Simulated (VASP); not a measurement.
# Si (P6_3/mmc) in VASP: further runs, part 3 of 3

VASP 6.6.1. Earlier steps stand in the parts before.

## Step 4: Single point, LDA

This run uses another cell than the first one, of the same volume but with other edges.

File INCAR:

```
SYSTEM = Si
PREC = Accurate ; ENCUT = 520
EDIFF = 1E-7 ; ISMEAR = 0
SIGMA = 0.03 ; LREAL = .False.
LASPH = .True. ; NELM = 80
ALGO = Normal ; ISIF = 2
LWAVE = .False. ; LCHARG = .False.
GGA = CA ; NBANDS = 16
```

File KPOINTS:

```
regular mesh
0
Gamma
  12 12 6
  0 0 0
```

File POSCAR:

```
Si
1.0
    3.7522730523      0.0000000000      0.0000000000
   -1.8761365262      3.2495637852      0.0000000000
    0.0000000000      0.0000000000      6.4554105591
Si
4
Direct
    0.3333333333      0.6666666667      0.0534951140
    0.6666666667      0.3333333333      0.5534951140
    0.3333333333      0.6666666667      0.4465048860
    0.6666666667      0.3333333333      0.9465048860
```

Potentials or basis: VASP PAW LDA potentials, release 64 (Si).

On the command line:

```sh
$ cat potpaw_LDA.64/Si/POTCAR > POTCAR
$ mpirun -np 1 vasp_std > vasp.out
```

OUTCAR:

```text
SYSTEM = Si
   PREC = Accurate
   ENCUT = 520
   EDIFF = 1E-7
   ISMEAR = 0
   LREAL = .False.
   LASPH = .True.
   NELM = 80
   ISIF = 2
   GGA = CA

 ion  position               nearest neighbor table
   1  0.333  0.667  0.053-   4 2.27   4 2.27   4 2.27   3 2.54
   2  0.667  0.333  0.553-   3 2.27   3 2.27   3 2.27   4 2.54
   3  0.333  0.667  0.447-   2 2.27   2 2.27   2 2.27   1 2.54
   4  0.667  0.333  0.947-   1 2.27   1 2.27   1 2.27   2 2.54

  LATTYP: Found a hexagonal cell.
 ALAT       =     3.7522730523
 C/A-ratio  =     1.7204000000

  Lattice vectors:

 A1 = (   3.7522730523,   0.0000000000,   0.0000000000)
 A2 = (  -1.8761365262,   3.2495637852,   0.0000000000)
 A3 = (   0.0000000000,   0.0000000000,   6.4554105591)

Analysis of symmetry for initial positions (statically):
=====================================================================
 Subroutine PRICEL returns:
 Original cell was already a primitive cell.

 Routine SETGRP: Setting up the symmetry group for a
 hexagonal supercell.

 Subroutine GETGRP returns: Found 24 space group operations
 (whereof 12 operations were pure point group operations)
 out of a pool of 24 trial point group operations.

The static configuration has the point symmetry D_3d.
 The point group associated with its full space group is D_6h.

Analysis of symmetry for dynamics (positions and initial velocities):
=====================================================================
 Subroutine PRICEL returns:
 Original cell was already a primitive cell.

 Routine SETGRP: Setting up the symmetry group for a
 hexagonal supercell.

 Subroutine GETGRP returns: Found 24 space group operations
 (whereof 12 operations were pure point group operations)
 out of a pool of 24 trial point group operations.

The dynamic configuration has the point symmetry D_3d.
 The point group associated with its full space group is D_6h.

 Subroutine INISYM returns: Found 24 space group operations
 (whereof 12 operations are pure point group operations),
 and found     1 'primitive' translations

----------------------------------------------------------------------------------------

                                     Primitive cell

  volume of cell :      78.7124

  direct lattice vectors                    reciprocal lattice vectors
     3.752273052  0.000000000  0.000000000     0.266505125  0.153866806  0.000000000
    -1.876136526  3.249563785  0.000000000     0.000000000  0.307733612  0.000000000
     0.000000000  0.000000000  6.455410559     0.000000000  0.000000000  0.154908815

  length of vectors
     3.752273052  3.752273052  6.455410559     0.307733612  0.307733612  0.154908815

  position of ions in fractional coordinates (direct lattice)
     0.333333333  0.666666667  0.053495114
     0.666666667  0.333333333  0.553495114
     0.333333333  0.666666667  0.446504886
     0.666666667  0.333333333  0.946504886

  ion indices of the primitive-cell ions
   primitive index   ion index
                 1           1
                 2           2
                 3           3
                 4           4

[... 26 lines left out ...]
 Following reciprocal coordinates:
            Coordinates               Weight
  0.000000  0.000000  0.000000      1.000000
  0.083333  0.000000  0.000000      6.000000
  0.166667  0.000000  0.000000      6.000000
  0.250000  0.000000  0.000000      6.000000
  0.333333  0.000000  0.000000      6.000000
  0.416667  0.000000  0.000000      6.000000
[... 16 lines left out ...]
  0.250000  0.000000  0.166667     12.000000
  0.333333  0.000000  0.166667     12.000000
 [... further k-points ...]
   k-points           NKPTS =     76   k-points in BZ     NKDIM =     76   number of bands    NBANDS=     16
   number of dos      NEDOS =    301   number of ions     NIONS =      4
   total plane-waves  NPLWV =  37632
   dimension x,y,z NGX =    28 NGY =   28 NGZ =   48
   dimension x,y,z NGXF=    56 NGYF=   56 NGZF=   96
   ions per type =               4
   NGX,Y,Z   is equivalent  to a cutoff of  12.41, 12.41, 12.36 a.u.
   NGXF,Y,Z  is equivalent  to a cutoff of  24.81, 24.81, 24.72 a.u.
 SYSTEM =  Si
   PREC   = accura    normal or accurate (medium, high low for compatibility)
   ISTART =      0    job   : 0-new  1-cont  2-samecut
   ICHARG =      2    charge: 1-file 2-atom 10-const
   ISPIN  =      1    spin polarized calculation?
   LNONCOLLINEAR =      F non collinear calculations
   LSORBIT =      F    spin-orbit coupling
   LASPH  =      T    aspherical Exc in radial PAW
   ENCUT  =  520.0 eV  38.22 Ry    6.18 a.u.   6.98  6.98 12.00*2*pi/ulx,y,z
   NELM   =     80;   NELMIN=  2; NELMDL= -5     # of ELM steps
   EDIFF  = 0.1E-06   stopping-criterion for ELM
   LREAL  =      F    real-space projection
   EDIFFG = 0.1E-05   stopping-criterion for IOM
   NSW    =      0    number of steps for IOM
   IBRION =     -1    ionic relax: 0-MD 1-quasi-New 2-CG
   NFREE  =      0    steps in history (QN), initial steepest desc. (CG)
   ISIF   =      2    stress and relaxation
   ISYM   =      2    0-nonsym 1-usesym 2-fastsym
   POTIM  = 0.5000    time-step for ionic-motion
   TEBEG  =    0.0;   TEEND  =   0.0 temperature during run
   PSTRESS=    0.0 pullay stress
   NELECT =      16.0000    total number of electrons
   NUPDOWN=      -1.0000    fix difference up-down
   EMIN   =  10.00;   EMAX   =-10.00  energy-range for DOS
   EFERMI =   0.00;   METHOD = LEGACY
   ISMEAR =     0;   SIGMA  =   0.03  broadening in eV -4-tet -1-fermi 0-gaus
   EFERMI_NEDOS =   21; number of points for ismear=-14 and -15
   IALGO  =     38    algorithm
   IMIX   =      4    mixing-type and parameters
     AMIX     =   0.40;   BMIX     =  1.00
     AMIX_MAG =   1.60;   BMIX_MAG =  1.00
  volume/ion in A,a.u.               =      19.68       132.79
  Fermi-wavevector in a.u.,A,eV,Ry     =   0.962573  1.818999 12.606436  0.926547
  Thomas-Fermi vector in A             =   2.092044
   LORBIT       =      0    0 simple, 1 ext, 2 COOP (PROOUT), +10 PAW based schemes
   GGA     = CA    functional components
   LHFCALC =     F    Hartree Fock is set to
   AEXX    =    0.0000 exact exchange contribution
   IVDW    =     0    specifies the selected vdW correction
   LEPSILON=     F    determine dielectric tensor
   LRPA    =     F    only Hartree local field effects (RPA)
 non-spin polarized calculation
 Gauss-broadening in eV      SIGMA  =   0.03
  energy-cutoff  :      520.00
  volume of cell :       78.71
 maximum number of plane-waves:      2142
 NGX is ok and might be reduce to    28

 number of electron      16.0000001 magnetization

 Free energy of the ion-electron system (eV)
  ---------------------------------------------------
  ext. energy  EPLUGINS =         0.00000000
  ---------------------------------------------------
  free energy    TOTEN  =       -23.49287510 eV

  energy without entropy =      -23.49284095  energy(sigma->0) =      -23.49285803

 E-fermi :   6.4508     XC(G=0):  -9.6623

 val. band max:        6.4338383847   @ k =   0.0000   0.0000   0.0000
 cond. band min:       6.4820114163   @ k =   0.5000   0.0000   0.0000
 fundamental gap:      0.0481730317
 Fermi energy:         6.4508052079

 k-point     1 :       0.0000    0.0000    0.0000
  band No.  band energies     occupation
      1      -6.2003      2.00000
      2      -4.3187      2.00000
      3      -0.6526      2.00000
      4       4.6857      2.00000
      5       4.6857      2.00000
      6       5.8508      2.00000
[... 433 lines left out ...]
      3      -0.6066      2.00000
      4       1.1878      2.00000
      5       1.5107      2.00000
      6       3.4156      2.00000
[... 8 lines left out ...]
     15      13.3289      0.00000
     16      13.5055      0.00000

 [... further k-points ...]

------------------------ aborting loop because EDIFF is reached ----------------------------------------

  FORCE on cell =-STRESS in cart. coord.  units (eV):
  Direction    XX          YY          ZZ          XY          YZ          ZX
  --------------------------------------------------------------------------------------
  -------------------------------------------------------------------------------------
  Total        3.2050720      3.2050720     -3.8472908     -0.0000000      0.0000000      0.0000000
  in kB       65.2386555     65.2386555    -78.3109023     -0.0000000      0.0000000      0.0000000
  external PRESSURE =      17.3888029 kB  Pullay stress =       0.0000000 kB

 VOLUME and BASIS-vectors are now :
 -----------------------------------------------------------------------------
  energy-cutoff  :      520.00
  volume of cell :       78.71
      direct lattice vectors                 reciprocal lattice vectors
     3.752273052  0.000000000  0.000000000     0.266505125  0.153866806  0.000000000
    -1.876136526  3.249563785  0.000000000     0.000000000  0.307733612  0.000000000
     0.000000000  0.000000000  6.455410559     0.000000000  0.000000000  0.154908815

 POSITION                                       TOTAL-FORCE (eV/Angst)
 -----------------------------------------------------------------------------------
     -0.00000      2.16638      0.34533         0.000000     -0.000000      1.568788
      1.87614      1.08319      3.57304        -0.000000      0.000000      1.568788
     -0.00000      2.16638      2.88237         0.000000     -0.000000     -1.568788
      1.87614      1.08319      6.11008        -0.000000      0.000000     -1.568788
 -----------------------------------------------------------------------------------
    total drift:                               -0.000000      0.000000     -0.000000

  FREE ENERGIE OF THE ION-ELECTRON SYSTEM (eV)
  ---------------------------------------------------
  free  energy   TOTEN  =       -23.4928750979 eV

  energy  without entropy=      -23.4928409532  energy(sigma->0) =      -23.49285803
```

OSZICAR:

```text
N       E                     dE             d eps       ncg     rms          rms(c)
DAV:   1     0.257787234492E+02    0.25779E+02   -0.59919E+03  2432   0.821E+02
DAV:   2    -0.220451674892E+02   -0.47824E+02   -0.43176E+02  3352   0.123E+02
DAV:   3    -0.240480122842E+02   -0.20028E+01   -0.19888E+01  3304   0.237E+01
DAV:   4    -0.240721405557E+02   -0.24128E-01   -0.24122E-01  3056   0.338E+00
DAV:   5    -0.240725760976E+02   -0.43554E-03   -0.43552E-03  3344   0.429E-01    0.741E+00
DAV:   6    -0.236687970879E+02    0.40378E+00   -0.17623E-01  2912   0.199E+00    0.442E+00
DAV:   7    -0.234929132108E+02    0.17588E+00   -0.33413E-01  3024   0.276E+00    0.355E-01
DAV:   8    -0.234929493939E+02   -0.36183E-04   -0.30519E-02  2856   0.958E-01    0.162E-01
DAV:   9    -0.234928816510E+02    0.67743E-04   -0.10688E-03  3320   0.186E-01    0.973E-02
DAV:  10    -0.234928741020E+02    0.75490E-05   -0.13776E-04  3096   0.664E-02    0.243E-02
DAV:  11    -0.234928750064E+02   -0.90442E-06   -0.14035E-05  3368   0.199E-02    0.160E-02
DAV:  12    -0.234928750979E+02   -0.91499E-07   -0.59027E-07  3000   0.438E-03
   1 F= -.23492875E+02 E0= -.23492858E+02  d E =-.341447E-04
```

stdout:

```text
POSCAR found type information on POSCAR Si
 POSCAR found :  1 types and       4 ions
 scaLAPACK will be used
 LDA part: xc-table for (Slater(with rela. corr.)+CA(PZ))
 , standard interpolation
 POSCAR, INCAR and KPOINTS ok, starting setup
 FFT: planning ... GRIDC
 FFT: planning ... GRID_SOFT
 FFT: planning ... GRID
 WAVECAR not read
 entering main loop
```

Run time: 48 s. Hardware: 1 thread of Intel Xeon Platinum 8488C (Sapphire Rapids), shared host; peak memory 0.19 GiB.

What came out:

```
Free energy            : -23.4929 eV
Pressure               : 1.7 GPa
Largest force          : 1.569 eV/Å
Band gap on the k mesh : 0.05 eV (least direct gap 1.05 eV)
```

Forces in eV/Å, atoms in the order of the input:
```
Si   0.000  0.000  1.569
Si   0.000  0.000  1.569
Si   0.000  0.000 -1.569
Si   0.000  0.000 -1.569
```

Stress tensor (GPa, compression positive):
```
 6.52  0.00  0.00
 0.00  6.52  0.00
 0.00  0.00 -7.83
```

Levels at points of the mesh, in eV from the valence-band top:
| k point | band 5 | band 6 | band 7 | band 8 | band 9 | band 10 | band 11 | band 12 |
| --- | --- | --- | --- | --- | --- | --- | --- | --- |
| (0.00, 0.00, 0.00) | -1.75 | -0.58 | -0.58 | 0.00 | 1.06 | 1.09 | 1.99 | 1.99 |
| (0.50, 0.00, 0.00) | -4.63 | -3.37 | -2.92 | -2.09 | 0.05 | 1.83 | 3.07 | 3.26 |
| (0.00, 0.00, 0.50) | -1.26 | -1.26 | -1.26 | -1.26 | 1.72 | 1.72 | 2.73 | 2.73 |
| (0.50, 0.00, 0.50) | -2.83 | -2.83 | -2.55 | -2.55 | 0.60 | 0.60 | 0.98 | 0.98 |

Caveat: forces of over 1 eV/Å act on the atoms, so gaps and moduli don't describe the material at rest.

## Step 5: Single point, LDA

File INCAR:

```
PREC     = Accurate       # precision mode
ENCUT    = 520            # plane-wave cutoff, eV
EDIFF    = 1E-6           # SCF threshold, eV
ISMEAR   = 0              # smearing method
SIGMA    = 0.03           # smearing width, eV
LREAL    = False          # projectors in reciprocal space
LASPH    = True           # aspherical terms in the spheres
NELM     = 60             # most SCF steps
ALGO     = Normal         # electronic algorithm
ISIF     = 2              # what is computed and relaxed
LWAVE    = False          # write WAVECAR
LCHARG   = False          # write CHGCAR
GGA      = CA             # functional
NBANDS   = 16             # bands
```

File KPOINTS:

```
Automatic mesh
0
Gamma
  12 12 6
```

File POSCAR:

```
Si
1.0
    4.0291929185      0.0000000000      0.0000000000
   -2.0145964593      3.4893834241      0.0000000000
    0.0000000000      0.0000000000      5.5985635602
Si
4
Direct
    0.3333333333      0.6666666667      0.0678065120
    0.6666666667      0.3333333333      0.5678065120
    0.3333333333      0.6666666667      0.4321934880
    0.6666666667      0.3333333333      0.9321934880
```

On the command line:

```sh
$ cat potpaw_LDA.64/Si/POTCAR > POTCAR
$ mpirun -np 1 vasp_std > vasp.out
```

It took 75 s on 1 thread of Intel Xeon Platinum 8488C (Sapphire Rapids), shared host; peak memory 0.19 GiB.

The run converged. Its results:

* Free energy: -22.0465 eV
* Pressure: 7.2 GPa
* Largest force: 4.677 eV/Å
* Band gap on the k mesh: zero (bands 8 and 9 overlap by 0.79 eV)

Forces on the atoms (eV/Å):
```
Si   0.000  0.000 -4.677
Si   0.000  0.000 -4.677
Si   0.000  0.000  4.677
Si   0.000  0.000  4.677
```

Stress tensor (GPa, compression positive):
```
-12.36   0.00   0.00
  0.00 -12.36   0.00
  0.00   0.00  46.38
```

Levels at points of the mesh, in eV from the Fermi level:
```csv
k point,band 6,band 7,band 8,band 9,band 10,band 11
"(0.00, 0.00, 0.00)",-0.53,-0.51,0.56,0.56,1.05,1.05
"(0.50, 0.00, 0.00)",-3.57,-3.31,-0.64,-0.23,2.22,2.91
"(0.00, 0.00, 0.50)",-1.36,-1.36,-1.36,1.00,1.00,2.65
"(0.50, 0.00, 0.50)",-2.59,-1.80,-1.80,0.91,0.91,2.89
```

Caveat: the cell stands under pressure; semilocal functionals underestimate gaps, so a narrow gap can read as zero; forces of over 1 eV/Å act on the atoms, so gaps and moduli don't describe the material at rest.

## Step 6: Overview

| cell | gap on the mesh (eV) | pressure (GPa) | largest force (eV/Å) |
| --- | --- | --- | --- |
| a = 4.029, b = 4.029, c = 5.599 Å, angles 90.0, 90.0, 120.0°, 4 atoms, atomic positions A | none | -0.3 | 0.32 |
| a = 4.029, b = 4.029, c = 5.599 Å, angles 90.0, 90.0, 120.0°, 4 atoms, atomic positions B | none | -1.0 | 0.78 |
| a = 3.752, b = 3.752, c = 6.455 Å, angles 90.0, 90.0, 120.0°, 4 atoms, atomic positions C | 0.05 | 1.7 | 1.57 |
| a = 4.029, b = 4.029, c = 5.599 Å, angles 90.0, 90.0, 120.0°, 4 atoms, atomic positions D | none | 7.2 | 4.68 |

Alike in all rows: task single point; level LDA; potentials or basis VASP PAW LDA potentials, release 64 (Si); no spin polarisation; k mesh 12 × 12 × 6; cutoff (eV) 520; smearing gaussian 0.03 eV.

Caveats: semilocal functionals underestimate gaps, so a narrow gap can read as zero (at least some runs); forces of over 1 eV/Å act on the atoms, so gaps and moduli don't describe the material at rest (at least some runs); the cell stands under pressure (at least some runs).

Total energies depend on the potentials used, so only differences within one code and one set of settings carry meaning.
